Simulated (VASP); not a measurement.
Crystal: Fe.

```xyz
1
Lattice="-1.4430 1.4430 1.4430 1.4430 -1.4430 1.4430 1.4430 1.4430 -1.4430" Properties=species:S:1:pos:R:3 pbc="T T T"
Fe    0.0000    0.0000    0.0000
```

| Property | Result |
| --- | --- |
| Program | VASP 6.6.1 |
| Task | relaxation of cell and atoms |
| Functional | PBEsol |
| Potentials or basis | VASP PAW PBE potentials, release 64 (Fe) |
| Cutoff | 600 eV |
| k mesh | 24 × 24 × 24 |
| Occupations | fermi-dirac, width 0.08 eV |
| Spin | collinear spin, ferromagnetic start |
| Starting moments | [3.0] μB |

At the start: pressure -17.8 GPa; volume 12.02 Å³/atom.

How do energy, volume and symmetry change on relaxing?

Over 7 steps the energy falls by 73.6 meV/atom and the volume is 10.82 Å³/atom (-10.0 %); space group Im-3m (No. 229, to 0.1 Å) before and after; moment 2.10 μB per cell.

Step by step:
```csv
step,energy change (eV),largest force (eV/Å),pressure (GPa),volume (Å³)
1,0.0000,0.0000,-17.79,12.02
2,-0.0004,0.0000,26.36,9.84
3,-0.0736,0.0000,-0.47,10.84
4,-0.0736,0.0000,-0.05,10.82
5,-0.0736,0.0000,0.43,10.79
6,-0.0736,0.0000,-0.36,10.84
7,-0.0736,0.0000,0.01,10.82
```

Final structure:
```
Fe
1.0
    -1.39313    1.39313    1.39313
     1.39313   -1.39313    1.39313
     1.39313    1.39313   -1.39313
Fe
1
Cartesian
  0.0000 0.0000 0.0000
```

Caveat: the PAW data sets were made with another functional, which shifts forces and pressure a little.
